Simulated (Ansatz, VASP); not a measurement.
## One calculation of NaI, two programs

```xyz
2
Lattice="0.0000 3.2364 3.2364 3.2364 0.0000 3.2364 3.2364 3.2364 0.0000" Properties=species:S:1:pos:R:3 pbc="T T T"
I     3.2364    3.2364    3.2364
Na    0.0000    0.0000    0.0000
```

Alike in both runs: functional LDA; k mesh 8 × 8 × 8; no spin polarisation.

```csv
,VASP,Ansatz
version,VASP 6.6.1,Ansatz 0.2.0
potentials or method,"VASP PAW LDA potentials, release 64 (I, Na_pv)",Ansatz PAW
plane-wave cutoff (eV),520,420
occupations,"gaussian, width 0.01 eV",fixed
valence electrons in the cell,14,26
task,single point,band structure
```

```csv
,VASP,Ansatz,Ansatz less VASP
gap on the k mesh at the Fermi level (eV),3.35,3.33,-0.012
least direct gap on the mesh (eV),3.35,3.33,-0.012
pressure (GPa),-1.6,-1.6,-0.01
```

LDA's correlation is that of Perdew and Zunger in VASP and of Perdew and Wang (1992) in Ansatz. VASP's potentials hold 14 valence electrons a cell and Ansatz's 26, so a difference there can come from the potentials and not from the codes.

Spin-orbit coupling is off throughout.
